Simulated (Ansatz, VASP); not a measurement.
**AlH6: VASP beside Ansatz**

```xyz
7
Lattice="3.8451 0.0000 0.0000 -1.9225 3.3299 0.0000 0.0000 0.0000 3.7175" Properties=species:S:1:pos:R:3 pbc="T T T"
Al    0.0000    0.0000    0.0000
H     1.0255    1.6279    0.0000
H     1.9225    0.0742    0.0000
H     2.8195    1.6279    0.0000
H     0.0000    0.0000    1.8588
H     0.0000    2.2200    1.4831
H     0.0000    2.2200    2.2345
```

Alike in both runs: functional PBE; k mesh 6 × 6 × 6; occupations gaussian, width 0.1 eV; no spin polarisation.

Ansatz relaxed the structure, and its values are those at the end. VASP's run is a single point on that final structure, the one shown.

```csv
,VASP,Ansatz
version,VASP 6.6.1,Ansatz 0.2.0
potentials or method,"VASP PAW PBE potentials, release 64 (Al, H), cutoff 520 eV","scalar-relativistic, plane waves, PAW"
valence electrons in the cell,9,9
```

Ansatz gave:

* gap on the k mesh at the Fermi level (eV): none
* pressure (GPa): -0.1
* rms of the force components (eV/Å): 0.007

Question: What did VASP give for the same quantities?

Answer: gap on the k mesh at the Fermi level (eV): none; pressure (GPa): -0.4; rms of the force components (eV/Å): 0.006.

A gap of «none» marks a metal or a gap that the smearing closes.
